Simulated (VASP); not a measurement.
Input of a VASP 6.6.1 run:

Contents of INCAR:

```
ALGO = Normal
EDIFF = 1E-6
ENCUT = 600
GGA = PS
GGA_COMPAT = False
ISIF = 2
ISMEAR = 0
IVDW = 12
LASPH = True
LCHARG = True
LELF = True
LREAL = False
LVHAR = True
LWAVE = False
NBANDS = 14
NELM = 120
PREC = Accurate
SIGMA = 0.05
```

KPOINTS

```
k-points
0
Gamma
  10 10 10
```

POSCAR

```
TaC
1.0
    0.0000000000      2.2048869653      2.2048869653
    2.2048869653      0.0000000000      2.2048869653
    2.2048869653      2.2048869653      0.0000000000
Ta C
1 1
Direct
    0.0000000000      0.0000000000      0.0000000000
    0.5000000000      0.5000000000      0.5000000000
```

Potentials or basis: VASP PAW PBE potentials, release 64 (Ta_pv, C).

Run with:

```bash
$ cat potpaw_PBE.64/Ta_pv/POTCAR potpaw_PBE.64/C/POTCAR > POTCAR
$ mpirun -np 1 vasp_std > vasp.out
```

Question: What does it give for the dispersion energy per atom?

Answer: -0.473 eV.

Question: Estimate the band gap on the k mesh.

Answer: Zero (an odd number of electrons rules out a gap without spin polarisation).

Question: What does it give for the pressure?

Answer: 0.9 GPa.

Caveat: the PAW data sets were made with another functional, which shifts forces and pressure a little; spin-orbit coupling is left out, which moves the levels of the heavy elements.
